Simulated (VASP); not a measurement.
# MgB2 (I4/mmm) in VASP: further runs

The runs below take MgB2 through single point, with PBE.

Program: VASP 6.6.1. These are calculated values, not measurements. Logs are shortened: lines on timing, memory, paths and dates and some standing lists are left out, and cuts for length are marked.

## Step 1: The cell of the first run

Symmetry: I4/mmm, No. 139, tetragonal system. Conventional cell: a = 2.828 Å, b = 2.828 Å, c = 7.980 Å, α = 90.00°, β = 90.00°, γ = 90.00°. Mg (site symmetry 4/mmm) has 8 B at 2.45 Å and 4 Mg at 2.83 Å within 3.2 Å. B (site symmetry -4m2) has 4 B at 2.00 Å and 4 Mg at 2.45 Å within 2.6 Å.

## Step 2: Single point, PBE

The input, INCAR:

```
  ALGO = Normal
  EDIFF = 1E-6
  ENCUT = 520
  GGA = PE
  ISIF = 2
  ISMEAR = 0
  LASPH = True
  LCHARG = True
  LELF = True
  LREAL = False
  LVHAR = True
  LWAVE = False
  NBANDS = 17
  NELM = 100
  PREC = Accurate
  SIGMA = 0.1
```

The input, KPOINTS:

```
k-points
0
Gamma
  6 6 4
```

The input, POSCAR:

```
MgB2
1.0
    2.8280710814      0.0000000000      0.0000000000
    0.0000000000      2.8280710814      0.0000000000
    0.0000000000      0.0000000000      7.9798401924
Mg B
2 4
Direct
    0.0000000000      0.0000000000      0.0000000000
    0.5000000000      0.5000000000      0.5000000000
    0.0000000000      0.5000000000      0.2500000177
    0.0000000000      0.5000000000      0.7500000177
    0.5000000000      0.0000000000      0.2499999823
    0.5000000000      0.0000000000      0.7499999823
```

Potentials or basis: VASP PAW PBE potentials, release 64 (Mg, B).

On the command line:

```sh
cat potpaw_PBE.64/Mg/POTCAR potpaw_PBE.64/B/POTCAR > POTCAR
mpirun -np 1 vasp_std > vasp.out
```

OUTCAR:

```text
EDIFF = 1E-6
   ENCUT = 520
   GGA = PE
   ISIF = 2
   ISMEAR = 0
   LASPH = True
   LREAL = False
   NELM = 100
   PREC = Accurate

 ion  position               nearest neighbor table
   1  0.000  0.000  0.000-   4 2.45   5 2.45   4 2.45   5 2.45   3 2.45   3 2.45   6 2.45   6 2.45

   2  0.500  0.500  0.500-   3 2.45   6 2.45   6 2.45   3 2.45   5 2.45   5 2.45   4 2.45   4 2.45

   3  0.000  0.500  0.250-   5 2.00   5 2.00   5 2.00   5 2.00   2 2.45   2 2.45   1 2.45   1 2.45

   4  0.000  0.500  0.750-   6 2.00   6 2.00   6 2.00   6 2.00   1 2.45   1 2.45   2 2.45   2 2.45

   5  0.500  0.000  0.250-   3 2.00   3 2.00   3 2.00   3 2.00   1 2.45   1 2.45   2 2.45   2 2.45

   6  0.500  0.000  0.750-   4 2.00   4 2.00   4 2.00   4 2.00   2 2.45   2 2.45   1 2.45   1 2.45

  LATTYP: Found a simple tetragonal cell.
 ALAT       =     2.8280710814
 C/A-ratio  =     2.8216547473

  Lattice vectors:

 A1 = (   2.8280710814,   0.0000000000,   0.0000000000)
 A2 = (   0.0000000000,   2.8280710814,   0.0000000000)
 A3 = (   0.0000000000,   0.0000000000,   7.9798401924)

Analysis of symmetry for initial positions (statically):
=====================================================================
 Subroutine PRICEL returns following result:

  LATTYP: Found a body centered tetragonal cell.
 ALAT       =     2.8280710814
 C/A-ratio  =     2.8216547473

  Lattice vectors:

 A1 = (  -1.4140355407,   1.4140355407,   3.9899200962)
 A2 = (   1.4140355407,  -1.4140355407,   3.9899200962)
 A3 = (   1.4140355407,   1.4140355407,  -3.9899200962)

   2 primitive cells build up your supercell.

 Routine SETGRP: Setting up the symmetry group for a
 simple tetragonal supercell.

 Subroutine GETGRP returns: Found 16 space group operations
 (whereof 16 operations were pure point group operations)
 out of a pool of 16 trial point group operations.

The static configuration has the point symmetry D_4h.

Analysis of symmetry for dynamics (positions and initial velocities):
=====================================================================
 Subroutine PRICEL returns following result:

  LATTYP: Found a body centered tetragonal cell.
 ALAT       =     2.8280710814
 C/A-ratio  =     2.8216547473

  Lattice vectors:

 A1 = (  -1.4140355407,   1.4140355407,   3.9899200962)
 A2 = (   1.4140355407,  -1.4140355407,   3.9899200962)
 A3 = (   1.4140355407,   1.4140355407,  -3.9899200962)

   2 primitive cells build up your supercell.

 Routine SETGRP: Setting up the symmetry group for a
 simple tetragonal supercell.

 Subroutine GETGRP returns: Found 16 space group operations
 (whereof 16 operations were pure point group operations)
 out of a pool of 16 trial point group operations.

The dynamic configuration has the point symmetry D_4h.

 Subroutine INISYM returns: Found 16 space group operations
 (whereof 16 operations are pure point group operations),
 and found     2 'primitive' translations

----------------------------------------------------------------------------------------

                                     Primitive cell

  volume of cell :      31.9113

  direct lattice vectors                    reciprocal lattice vectors
    -1.414035541  1.414035541  3.989920096     0.000000000  0.353597902  0.125315793
     1.414035541 -1.414035541  3.989920096     0.353597902  0.000000000  0.125315793
     1.414035541  1.414035541 -3.989920096     0.353597902  0.353597902  0.000000000

  length of vectors
     4.463009679  4.463009679  4.463009679     0.375147336  0.375147336  0.500062948

  position of ions in fractional coordinates (direct lattice)
     0.000000000  0.000000000  0.000000000
     0.750000018  0.250000018  0.500000000
     0.250000018  0.750000018  0.500000000

  ion indices of the primitive-cell ions
   primitive index   ion index
                 1           1
                 2           3
                 3           4

----------------------------------------------------------------------------------------

 KPOINTS: k-points

Automatic generation of k-mesh.
 Grid dimensions read from file:
 generate k-points for:    6    6    4

 Generating k-lattice:

  Cartesian coordinates                     Fractional coordinates (reciprocal lattice)
     0.058932984  0.000000000  0.000000000     0.166666667  0.000000000  0.000000000
     0.000000000  0.058932984  0.000000000     0.000000000  0.166666667  0.000000000
     0.000000000  0.000000000  0.031328948     0.000000000  0.000000000  0.250000000

  Length of vectors
     0.058932984  0.058932984  0.031328948

  Shift w.r.t. Gamma in fractional coordinates (k-lattice)
     0.000000000  0.000000000  0.000000000

 Subroutine IBZKPT returns following result:
 ===========================================

 Found     30 irreducible k-points:

 Following reciprocal coordinates:
            Coordinates               Weight
  0.000000  0.000000  0.000000      1.000000
  0.166667  0.000000  0.000000      4.000000
  0.333333  0.000000  0.000000      4.000000
  0.500000  0.000000  0.000000      2.000000
  0.166667  0.166667  0.000000      4.000000
  0.333333  0.166667  0.000000      8.000000
[... 16 lines left out ...]
  0.333333  0.000000  0.500000      4.000000
  0.500000  0.000000  0.500000      2.000000
 [... further k-points ...]
   k-points           NKPTS =     30   k-points in BZ     NKDIM =     30   number of bands    NBANDS=     17
   number of dos      NEDOS =    301   number of ions     NIONS =      6
   total plane-waves  NPLWV =  34560
   dimension x,y,z NGX =    24 NGY =   24 NGZ =   60
   dimension x,y,z NGXF=    48 NGYF=   48 NGZF=  120
   ions per type =               2   4
   NGX,Y,Z   is equivalent  to a cutoff of  14.11, 14.11, 12.50 a.u.
   NGXF,Y,Z  is equivalent  to a cutoff of  28.22, 28.22, 25.00 a.u.
 SYSTEM =  unknown system
   PREC   = accura    normal or accurate (medium, high low for compatibility)
   ISTART =      0    job   : 0-new  1-cont  2-samecut
   ICHARG =      2    charge: 1-file 2-atom 10-const
   ISPIN  =      1    spin polarized calculation?
   LNONCOLLINEAR =      F non collinear calculations
   LSORBIT =      F    spin-orbit coupling
   LASPH  =      T    aspherical Exc in radial PAW
   ENCUT  =  520.0 eV  38.22 Ry    6.18 a.u.   5.26  5.26 14.84*2*pi/ulx,y,z
[... 18 lines left out ...]
   IALGO  =     38    algorithm
   IMIX   =      4    mixing-type and parameters
     AMIX     =   0.40;   BMIX     =  1.00
     AMIX_MAG =   1.60;   BMIX_MAG =  1.00
  volume/ion in A,a.u.               =      10.64        71.78
  Fermi-wavevector in a.u.,A,eV,Ry     =   1.032262  1.950692 14.497886  1.065565
  Thomas-Fermi vector in A             =   2.166451
   LORBIT       =      0    0 simple, 1 ext, 2 COOP (PROOUT), +10 PAW based schemes
   GGA     = PE    functional components
   LHFCALC =     F    Hartree Fock is set to
   AEXX    =    0.0000 exact exchange contribution
   IVDW    =     0    specifies the selected vdW correction
   LEPSILON=     F    determine dielectric tensor
   LRPA    =     F    only Hartree local field effects (RPA)
 non-spin polarized calculation
 Gauss-broadening in eV      SIGMA  =   0.10
  energy-cutoff  :      520.00
  volume of cell :       63.82
 maximum number of plane-waves:      1758
 NGX is ok and might be reduce to    24

 number of electron      16.0000000 magnetization

 Free energy of the ion-electron system (eV)
  ---------------------------------------------------
  ext. energy  EPLUGINS =         0.00000000
  ---------------------------------------------------
  free energy    TOTEN  =       -24.71580037 eV

  energy without entropy =      -24.70630596  energy(sigma->0) =      -24.71105316

 E-fermi :   5.1353     XC(G=0): -10.6090

 val. band max:        5.0960868109   @ k =   0.1667   0.1667   0.0000
 cond. band min:       5.1547675333   @ k =   0.3333   0.1667   0.0000
 fundamental gap:      0.0586807225
 Fermi energy:         5.1352516639

 k-point     1 :       0.0000    0.0000    0.0000
  band No.  band energies     occupation
      1      -7.5530      2.00000
      2      -6.8432      2.00000
      3      -2.5245      2.00000
      4       0.6482      2.00000
      5       4.2383      2.00000
      6       4.7630      2.00000
[... 9 lines left out ...]
     16      14.5637      0.00000
     17      15.1802      0.00000

 k-point     2 :       0.1667    0.0000    0.0000
  band No.  band energies     occupation
      1      -7.1200      2.00000
      2      -6.4345      2.00000
      3      -2.0233      2.00000
      4       1.0928      2.00000
      5       2.5203      2.00000
      6       2.8040      2.00000
[... 9 lines left out ...]
     16      15.7007      0.00000
     17      15.7536      0.00000

 k-point     3 :       0.3333    0.0000    0.0000
  band No.  band energies     occupation
      1      -5.8302      2.00000
      2      -5.2111      2.00000
      3      -0.8645      2.00000
      4      -0.5208      2.00000
      5      -0.4305      2.00000
      6       2.4494      2.00000
[... 9 lines left out ...]
     16      12.6953      0.00000
     17      14.6125      0.00000

 k-point     4 :       0.5000    0.0000    0.0000
  band No.  band energies     occupation
      1      -3.7146      2.00000
      2      -3.7146      2.00000
      3      -3.1881      2.00000
      4      -3.1881      2.00000
      5       1.8404      2.00000
      6       1.8404      2.00000
[... 9 lines left out ...]
     16      13.6618      0.00000
     17      13.7988      0.00000

 k-point     5 :       0.1667    0.1667    0.0000
  band No.  band energies     occupation
      1      -6.6889      2.00000
      2      -6.0270      2.00000
      3      -1.5271      2.00000
      4       1.5268      2.00000
      5       2.6762      2.00000
      6       2.9014      2.00000
[... 9 lines left out ...]
     16      13.3396      0.00000
     17      13.3847      0.00000

 k-point     6 :       0.3333    0.1667    0.0000
  band No.  band energies     occupation
      1      -5.4054      2.00000
      2      -4.8075      2.00000
      3      -0.4652      2.00000
      4      -0.0572      2.00000
      5      -0.0475      2.00000
      6       2.8653      2.00000
[... 9 lines left out ...]
     16      13.1256      0.00000
     17      14.8818      0.00000
[... 281 lines left out ...]
 k-point    21 :       0.0000    0.0000    0.5000
  band No.  band energies     occupation
      1      -7.2447      2.00000
      2      -7.2447      2.00000
      3      -1.2432      2.00000
      4      -1.2432      2.00000
      5       4.8020      2.00000
      6       4.8020      2.00000
[... 9 lines left out ...]
     16      14.2461      0.00000
     17      17.3260      0.00000

 k-point    22 :       0.1667    0.0000    0.5000
  band No.  band energies     occupation
      1      -6.8205      2.00000
      2      -6.8205      2.00000
      3      -0.7658      2.00000
      4      -0.7658      2.00000
      5       2.6493      2.00000
      6       2.6493      2.00000
[... 9 lines left out ...]
     16      15.7266      0.00000
     17      15.9288      0.00000

 k-point    23 :       0.3333    0.0000    0.5000
  band No.  band energies     occupation
      1      -5.5558      2.00000
      2      -5.5558      2.00000
      3      -0.6563      2.00000
      4      -0.6563      2.00000
      5       0.6573      2.00000
      6       0.6573      2.00000
[... 9 lines left out ...]
     16      12.1892      0.00000
     17      14.8212      0.00000

 k-point    24 :       0.5000    0.0000    0.5000
  band No.  band energies     occupation
      1      -3.5066      2.00000
      2      -3.5066      2.00000
      3      -3.4460      2.00000
      4      -3.4460      2.00000
      5       2.7956      2.00000
      6       2.7956      2.00000
[... 9 lines left out ...]
     16      10.7691      0.00000
     17      14.3104      0.00000

 [... further k-points ...]
[... 5 lines left out ...]
  --------------------------------------------------------------------------------------
  -------------------------------------------------------------------------------------
  Total       -0.0764357     -0.0764357     -0.0119944      0.0000000     -0.0000000     -0.0000000
  in kB       -1.9188093     -1.9188093     -0.3011018      0.0000000     -0.0000000     -0.0000000
  external PRESSURE =      -1.3795734 kB  Pullay stress =       0.0000000 kB

 VOLUME and BASIS-vectors are now :
 -----------------------------------------------------------------------------
  energy-cutoff  :      520.00
  volume of cell :       63.82
      direct lattice vectors                 reciprocal lattice vectors
     2.828071081  0.000000000  0.000000000     0.353597902  0.000000000  0.000000000
     0.000000000  2.828071081  0.000000000     0.000000000  0.353597902  0.000000000
     0.000000000  0.000000000  7.979840192     0.000000000  0.000000000  0.125315793

 POSITION                                       TOTAL-FORCE (eV/Angst)
 -----------------------------------------------------------------------------------
      0.00000      0.00000      0.00000        -0.000000      0.000000      0.000000
      1.41404      1.41404      3.98992         0.000000      0.000000      0.000000
      0.00000      1.41404      1.99496        -0.000000      0.000000     -0.000000
      0.00000      1.41404      5.98488         0.000000      0.000000     -0.000000
      1.41404      0.00000      1.99496        -0.000000     -0.000000     -0.000000
      1.41404      0.00000      5.98488        -0.000000     -0.000000     -0.000000
 -----------------------------------------------------------------------------------
    total drift:                                0.000000      0.000000     -0.000000

  FREE ENERGIE OF THE ION-ELECTRON SYSTEM (eV)
  ---------------------------------------------------
  free  energy   TOTEN  =       -24.7158003658 eV

  energy  without entropy=      -24.7063059610  energy(sigma->0) =      -24.71105316
```

It took 28 s on 1 thread of Intel Xeon Platinum 8259CL at 2.50GHz (Skylake/Cascade Lake), shared host; peak memory 0.19 GiB.

What came out:

```yaml
Free_energy: -24.7158 eV
Pressure: -0.1 GPa
Band_gap_on_the_k_mesh: zero (band 8 reaches 6.68 eV, above the bottom of band 9 at 3.49 eV)
```

Levels at points of the mesh, in eV from the Fermi level:
| k point | band 4 | band 5 | band 6 | band 7 | band 8 | band 9 | band 10 | band 11 | band 12 | band 13 |
| --- | --- | --- | --- | --- | --- | --- | --- | --- | --- | --- |
| (0.00, 0.00, 0.00) | -4.49 | -0.90 | -0.37 | -0.37 | -0.29 | -0.29 | 4.47 | 4.87 | 5.23 | 5.95 |
| (0.50, 0.00, 0.00) | -8.32 | -3.29 | -3.29 | -0.51 | -0.51 | 2.93 | 2.93 | 3.87 | 3.87 | 3.96 |
| (0.50, 0.50, 0.00) | -5.51 | -4.26 | -4.26 | -3.65 | -3.65 | -0.73 | -0.73 | 1.30 | 1.30 | 3.62 |
| (0.00, 0.00, 0.50) | -6.38 | -0.33 | -0.33 | -0.33 | -0.33 | 2.00 | 2.00 | 4.63 | 4.63 | 6.39 |
| (0.50, 0.00, 0.50) | -8.58 | -2.34 | -2.34 | -2.03 | -2.03 | 3.87 | 3.87 | 3.95 | 3.95 | 5.37 |
| (0.50, 0.50, 0.50) | -5.66 | -4.01 | -4.01 | -4.01 | -4.01 | 0.21 | 0.21 | 0.21 | 0.21 | 4.02 |

Caveat: the k points lie up to 0.37 Å⁻¹ apart.

## Step 3: Single point, PBE

This run uses another cell than the first one, of the same volume but with other edges.

The input, INCAR:

```
SYSTEM = MgB2
  ALGO = Normal
  EDIFF = 1E-6
  ENCUT = 520
  GGA = PE
  ISIF = 2
  ISMEAR = 0
  LASPH = .True.
  LCHARG = .False.
  LREAL = .False.
  LWAVE = .False.
  NBANDS = 17
  NELM = 60
  PREC = Accurate
  SIGMA = 0.1
```

The input, KPOINTS:

```
k-points
0
Gamma
  8 8 4
  0 0 0
```

The input, POSCAR:

```
MgB2
1.0
    0.0000000000      2.8449396307      0.0000000000
   -1.4224698154     -1.4224698154      3.9354594244
    5.6898792614      0.0000000000      0.0000000000
Mg B
2 4
Direct
    1.0000000000      0.0000000000      0.5000000000
    0.0000000000      0.0000000000      0.0000000000
    0.7500000000      0.5000000000      0.1250000000
    0.7500000000      0.5000000000      0.6250000000
    0.2500000000      0.5000000000      0.3750000000
    0.2500000000      0.5000000000      0.8750000000
```

Potentials or basis: VASP PAW PBE potentials, release 64 (Mg, B).

On the command line:

```sh
cat potpaw_PBE.64/Mg/POTCAR potpaw_PBE.64/B/POTCAR > POTCAR
mpirun -np 1 vasp_std > vasp.out
```

It took 62 s on 1 thread of Intel Xeon Platinum 8259CL at 2.50GHz (Skylake/Cascade Lake), shared host; peak memory 0.22 GiB.

The run converged. Its results:

```yaml
Free_energy: -24.5923 eV
Pressure: 0.1 GPa
Band_gap_on_the_k_mesh: zero (band 8 reaches 6.56 eV, above the bottom of band 9 at 3.81 eV)
```

Stress tensor (GPa, compression positive):
```
 0.92  0.00  0.00
 0.00  0.92  0.00
 0.00  0.00 -1.44
```

Levels at points of the mesh, in eV from the Fermi level:
```csv
k point,band 4,band 5,band 6,band 7,band 8,band 9,band 10,band 11,band 12,band 13
"(0.00, 0.00, 0.00)",-4.14,-2.10,-1.81,-0.40,-0.14,-0.14,3.96,4.05,4.88,5.83
"(0.50, 0.00, 0.00)",-5.27,-4.17,-3.52,-2.10,-1.81,-0.61,1.50,3.85,3.96,4.05
"(0.00, 0.50, 0.00)",-7.41,-2.10,-1.81,-0.23,-0.23,3.96,4.05,4.42,5.80,5.83
"(0.00, 0.00, 0.50)",-3.95,-3.74,-3.74,0.91,0.91,1.40,1.40,2.07,2.07,6.99
"(0.50, 0.00, 0.50)",-7.30,-1.91,-1.91,-0.57,-0.57,-0.03,-0.03,0.19,0.19,5.48
"(0.00, 0.50, 0.50)",-5.95,-4.11,-4.11,0.84,0.84,3.44,3.44,5.52,5.52,6.02
```

## Step 4: Single point, PBE

This run uses another cell than the first one: it holds 3 atoms, not 6.

The input, INCAR:

```
SYSTEM = MgB2
PREC     = Accurate       ! precision mode
ENCUT    = 520            ! plane-wave cutoff, eV
EDIFF    = 1E-7           ! SCF threshold, eV
ISMEAR   = 0              ! smearing method
SIGMA    = 0.1            ! smearing width, eV
LREAL    = .False.        ! projectors in reciprocal space
LASPH    = .True.         ! aspherical terms in the spheres
NELM     = 60             ! most SCF steps
ALGO     = Normal         ! electronic algorithm
ISIF     = 2              ! what is computed and relaxed
LWAVE    = .False.        ! write WAVECAR
LCHARG   = .False.        ! write CHGCAR
GGA      = PE             ! functional
NBANDS   = 11             ! bands
```

The input, KPOINTS:

```
Automatic mesh
0
Gamma
  22 22 22
  0 0 0
```

The input, POSCAR:

```
MgB2
1.0
   -1.4224698154      1.4224698154      3.9354594244
    1.4224698154     -1.4224698154      3.9354594244
    1.4224698154      1.4224698154     -3.9354594244
Mg B
1 2
Direct
    0.0000000000      0.0000000000      0.0000000000
    0.7500000000      0.2500000000      0.5000000000
    0.2500000000      0.7500000000      0.5000000000
```

On the command line:

```sh
cat potpaw_PBE.64/Mg/POTCAR potpaw_PBE.64/B/POTCAR > POTCAR
mpirun -np 1 vasp_std > vasp.out
```

Wall time 5.9 min (1 thread of Intel Xeon Platinum 8259CL at 2.50GHz (Skylake/Cascade Lake), shared host); peak memory 0.46 GiB.

It converged, with:

```yaml
Free_energy: -12.3096 eV
Pressure: -0.1 GPa
Band_gap_on_the_k_mesh: zero (band 4 reaches 6.93 eV, above the bottom of band 5 at 3.51 eV)
```

Stress tensor (GPa, compression positive):
```
-0.04  0.00  0.00
 0.00 -0.04  0.00
 0.00  0.00 -0.20
```

Levels at points of the mesh, in eV from the Fermi level:
| k point | band 1 | band 2 | band 3 | band 4 | band 5 | band 6 | band 7 | band 8 |
| --- | --- | --- | --- | --- | --- | --- | --- | --- |
| (0.00, 0.00, 0.00) | -12.50 | -4.19 | -0.45 | -0.19 | -0.19 | 4.82 | 5.88 | 9.49 |
| (0.50, 0.00, 0.00) | -8.48 | -8.41 | -2.16 | -1.86 | 3.92 | 4.00 | 5.78 | 5.92 |
| (0.50, 0.50, 0.00) | -5.65 | -5.32 | -4.22 | -3.57 | -0.66 | 1.45 | 3.79 | 7.44 |
| (0.50, 0.50, 0.50) | -11.75 | -7.46 | -0.28 | -0.28 | 4.36 | 5.75 | 6.82 | 9.29 |

## Step 5: Summary

```tsv
cell	k mesh	gap on the mesh (eV)	pressure (GPa)
a = 2.828, b = 2.828, c = 7.980 Å, 6 atoms	6 × 6 × 4	none	-0.1
a = 2.845, b = 4.420, c = 5.690 Å, angles 108.8, 90.0, 108.8°, 6 atoms	8 × 8 × 4	none	0.1
a = 4.420 Å, angles 142.5, 142.5, 54.1°, 3 atoms	22 × 22 × 22	none	-0.1
```

Alike in all rows: task single point; level PBE; potentials or basis VASP PAW PBE potentials, release 64 (Mg, B); no spin polarisation; cutoff (eV) 520; smearing gaussian 0.1 eV.

Caveats: some runs use coarse meshes.

Absolute energies hang on the potentials; compare differences alone.
